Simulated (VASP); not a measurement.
**WSe2: single point with PBE+D3(BJ)**

The system is WSe2.

```xyz
3
Lattice="3.3282 0.0000 0.0000 -1.6641 2.5983 0.0000 0.0000 0.0000 7.4960" Properties=species:S:1:pos:R:3 pbc="T T T"
W     0.0000    0.0000    0.0000
Se    0.0000    1.7322    1.8032
Se    0.0000    1.7322    5.6928
```

This cell differs from its parent crystal: strain +e along x and -e along y +0.0500, strain +e along z and -e/2 along x and y +0.0700.

```yaml
Program: VASP 6.6.1
Task: single point
Functional: PBE
Dispersion: D3(BJ)
Potentials_or_basis: VASP PAW PBE potentials, release 64 (W_sv, Se)
Cutoff: 520 eV
k_mesh: 9 × 9 × 4
Occupations: gaussian, width 0.05 eV
Spin: no spin polarisation
Dipole_correction: no
Further_INCAR_settings: ALGO = Normal; EDIFF = 1e-07; NBANDS = 20
```

* Pressure: 0.9 GPa
* Largest force: 1.060 eV/Å
* Band gap on the k mesh: 0.83 eV (least direct gap 1.23 eV)
* Dispersion energy per atom: -0.436 eV

Forces in eV/Å, atoms in the order of the input:
```
W    0.000 -0.620  0.000
Se   0.000  0.310 -1.014
Se   0.000  0.310  1.014
```

Stress tensor (GPa, compression positive):
```
 -2.91   0.00   0.00
  0.00  16.14   0.00
  0.00   0.00 -10.67
```

Levels at points of the mesh, in eV from the valence-band top:
```csv
k point,band 11,band 12,band 13,band 14,band 15,band 16
"(0.00, 0.00, 0.00)",-1.05,-0.86,-0.39,2.62,2.72,3.45
"(0.00, 0.00, 0.50)",-0.87,-0.82,-0.42,2.67,2.69,3.54
```

It took 100 s on 1 thread of AMD EPYC 7R13, on a shared host, peak memory 0.26 GiB.

Caveat: the cell differs from its parent crystal (strain +e along x and -e along y +0.0500, strain +e along z and -e/2 along x and y +0.0700); the stress differs along the axes, from -11 to 16 GPa; spin-orbit coupling is left out, which moves the levels of the heavy elements; forces of over 1 eV/Å act on the atoms, so gaps and moduli don't describe the material at rest. A k mesh can miss the band edges.
